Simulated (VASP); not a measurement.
# Hf2Cl (I4/mmm) in VASP: notebook, part 2 of 2

VASP 6.6.1.

### 4 Relaxation of cell and atoms, PBE

Contents of INCAR:

```
ALGO = Normal ; EDIFF = 1E-6
EDIFFG = -0.04 ; ENCUT = 600
GGA = PE ; IBRION = 2
ISIF = 3 ; ISMEAR = 0
LASPH = True ; LCHARG = False
LREAL = False ; LWAVE = False
NELM = 100 ; NSW = 90
PREC = Accurate ; SIGMA = 0.1
```

Contents of KPOINTS:

```
k-points
0
Gamma
  6 6 6
```

Contents of POSCAR:

```
Hf2Cl
1.0
   -1.8558430668      1.8558430668      4.5526150231
    1.8558430668     -1.8558430668      4.5526150231
    1.8558430668      1.8558430668     -4.5526150231
Hf Cl
2 1
Direct
    0.6650000000      0.6650000000      0.0000000000
    0.3350000000      0.3350000000      0.0000000000
    0.0000000000      0.0000000000      0.0000000000
```

Potentials or basis: VASP PAW PBE potentials, release 64 (Hf_pv, Cl).

Launch:

```console
$ cat potpaw_PBE.64/Hf_pv/POTCAR potpaw_PBE.64/Cl/POTCAR > POTCAR
$ mpirun -np 1 vasp_std > vasp.out
```

OUTCAR:

```text
EDIFF = 1E-6
   EDIFFG = -0.04
   ENCUT = 600
   GGA = PE
   IBRION = 2
   ISIF = 3
   ISMEAR = 0
   LASPH = True
   LREAL = False
   NELM = 100
   NSW = 90
   PREC = Accurate

 ion  position               nearest neighbor table
   1  0.665  0.665  0.000-   2 3.00   3 3.02   3 3.02   3 3.02   3 3.02   2 3.05   2 3.05   2 3.05
                             2 3.05   3 3.05
   2  0.335  0.335  0.000-   1 3.00   3 3.02   3 3.02   3 3.02   3 3.02   1 3.05   1 3.05   1 3.05
                             1 3.05   3 3.05
   3  0.000  0.000  0.000-   1 3.02   1 3.02   1 3.02   2 3.02   1 3.02   2 3.02   2 3.02   2 3.02
                             1 3.05   2 3.05

  LATTYP: Found a body centered tetragonal cell.
 ALAT       =     3.7116861336
 C/A-ratio  =     2.4531249999

  Lattice vectors:

 A1 = (  -1.8558430668,   1.8558430668,   4.5526150231)
[... 376 lines left out ...]
  energy without entropy =      -22.49345544  energy(sigma->0) =      -22.49982762

 E-fermi :   5.9749     XC(G=0): -10.7652

 val. band max:        5.9733277754   @ k =  -0.1667  -0.3333   0.1667
 cond. band min:       5.9781769466   @ k =   0.1667  -0.0000   0.0000
 fundamental gap:      0.0048491712
 Fermi energy:         5.9749374120

 k-point     1 :       0.0000    0.0000    0.0000
  band No.  band energies     occupation
      1     -25.5957      2.00000
      2     -25.0662      2.00000
      3     -25.0444      2.00000
      4     -25.0444      2.00000
      5     -24.7887      2.00000
      6     -24.7887      2.00000
[... 457 lines left out ...]
      4     -24.9833      2.00000
      5     -24.9054      2.00000
      6     -24.7949      2.00000
[... 9 lines left out ...]
     16       7.5660      0.00000
     17       8.2144      0.00000

 [... further k-points ...]

------------------------ aborting loop because EDIFF is reached ----------------------------------------

  FORCE on cell =-STRESS in cart. coord.  units (eV):
  Direction    XX          YY          ZZ          XY          YZ          ZX
  --------------------------------------------------------------------------------------
  -------------------------------------------------------------------------------------
  Total       -0.0275627     -0.0275627     -0.0887715      0.0000000      0.0000000      0.0000000
  in kB       -0.6864775     -0.6864775     -2.2109502      0.0000000      0.0000000      0.0000000
  external PRESSURE =      -1.1946351 kB  Pullay stress =       0.0000000 kB
[... 18 lines left out ...]
  FREE ENERGIE OF THE ION-ELECTRON SYSTEM (eV)
  ---------------------------------------------------
  free  energy   TOTEN  =       -22.5061998060 eV

  energy  without entropy=      -22.4934554430  energy(sigma->0) =      -22.49982762

 reached required accuracy - stopping structural energy minimisation
```

Run time: 25 min. Hardware: 1 thread of Intel Xeon 8259CL, shared host; peak memory 0.3 GiB.

Results:

* Free energy: -22.5062 eV
* Relaxed volume: 21.44 Å³/atom
* Relaxed cell: a = 6.947 Å, b = 6.947 Å, c = 6.947 Å, α = 154.00°, β = 154.00°, γ = 37.10°
* Space group after relaxing (to 0.1 Å): I4/mmm (No. 139)
* Energy gained by relaxing: 502.7 meV/atom
* Ionic steps: 21
* Pressure after relaxing: -0.1 GPa
* Largest force after relaxing: 0.009 eV/Å
* Band gap on the k mesh: zero (an odd number of electrons rules out a gap without spin polarisation)

Forces on the atoms (eV/Å):
```
Hf   0.000  0.000  0.009
Hf   0.000  0.000 -0.009
Cl   0.000  0.000  0.000
```

Step by step:
| step | energy change (eV) | largest force (eV/Å) | pressure (GPa) | volume (Å³) |
| --- | --- | --- | --- | --- |
| 1 | 0.0000 | 0.4706 | 1.16 | 62.72 |
| 2 | -0.3302 | 0.5277 | -1.64 | 63.89 |
| 3 | -0.5669 | 0.0488 | -3.57 | 64.76 |
| 4 | -0.9503 | 1.4303 | -8.28 | 65.11 |
| 5 | -1.1878 | 1.4643 | -5.65 | 62.31 |
| 6 | -1.2388 | 1.4491 | -3.26 | 60.82 |
| 7 | -1.2405 | 1.4430 | -2.73 | 60.53 |
| 8 | -1.3286 | 1.1549 | -0.81 | 59.56 |
| 9 | -1.3788 | 0.3099 | 3.42 | 57.87 |
| 10 | -1.3815 | 0.5179 | 2.49 | 58.20 |
| 11 | -1.4132 | 0.3588 | 1.60 | 59.16 |
| 12 | -1.4622 | 0.2346 | -0.43 | 62.10 |
| 13 | -1.4666 | 0.0433 | -2.71 | 68.25 |
| 14 | -1.4843 | 0.3283 | -1.30 | 64.16 |
| 15 | -1.4871 | 0.1687 | -2.01 | 66.18 |
| 16 | -1.4859 | 0.5383 | 0.85 | 65.54 |
| 17 | -1.4982 | 0.1507 | -0.63 | 65.86 |
| 18 | -1.5048 | 0.0925 | -0.35 | 65.21 |
| 19 | -1.5079 | 0.0460 | 0.05 | 64.40 |
| 20 | -1.5079 | 0.0419 | 0.08 | 64.32 |
| 21 | -1.5082 | 0.0092 | -0.12 | 64.33 |

Final structure:
```yaml
crystal:
  lattice:
    - [-1.56266, 1.56266, 6.58591]
    - [1.56266, -1.56266, 6.58591]
    - [1.56266, 1.56266, -6.58591]
  atoms:
    - { symbol: Hf, position: [0.67319, 0.67319, 0.00000] }
    - { symbol: Hf, position: [0.32681, 0.32681, 0.00000] }
    - { symbol: Cl, position: [0.00000, 0.00000, 0.00000] }
```

Levels at points of the mesh, in eV from the Fermi level:
```csv
k point,band 11,band 12,band 13,band 14,band 15,band 16,band 17
"(0.00, 0.00, 0.00)",-4.17,-2.72,-2.42,-0.31,1.13,1.48,1.48
"(0.50, 0.00, 0.00)",-3.43,-2.84,0.00,0.08,0.48,1.06,1.26
"(0.50, 0.50, 0.00)",-2.92,-1.89,-1.80,-1.31,0.56,0.74,2.75
"(0.50, 0.50, 0.50)",-4.04,-3.82,-2.48,-0.17,0.55,1.77,1.77
```

Caveat: a cell axis changed by over 15 % at a fixed basis, so the end point is rough; spin-orbit coupling is left out, which moves the levels of the heavy elements; an odd number of electrons without spin polarisation forces a metal; a magnetic or distorted state may lie lower.

### 5 Overview

| task | cell | cutoff (eV) | gap on the mesh (eV) | pressure (GPa) | largest force (eV/Å) |
| --- | --- | --- | --- | --- | --- |
| single point | a = 5.255 Å, angles 138.6, 138.6, 59.9°, 3 atoms, atomic positions A | 520 | none | 1.1 | 0.47 |
| single point | a = 6.957 Å, angles 154.0, 154.0, 37.1°, 3 atoms, atomic positions B | 520 | none | -0.6 | 0.06 |
| relaxation of cell and atoms | relaxed from a = 5.255 Å, angles 138.6, 138.6, 59.9°, 3 atoms, atomic positions A | 600 | none | -0.1 | 0.01 |

Alike in all rows: level PBE; potentials or basis VASP PAW PBE potentials, release 64 (Hf_pv, Cl); no spin polarisation; k mesh 6 × 6 × 6; smearing gaussian 0.1 eV.

Caveats: spin-orbit coupling is left out, which moves the levels of the heavy elements; an odd number of electrons without spin polarisation forces a metal; a magnetic or distorted state may lie lower; the stress differs along the axes, from -4 to 12 GPa (at least some runs); a cell axis changed by over 15 % at a fixed basis, so the end point is rough (at least some runs).

Absolute energies hang on the potentials; compare differences alone.
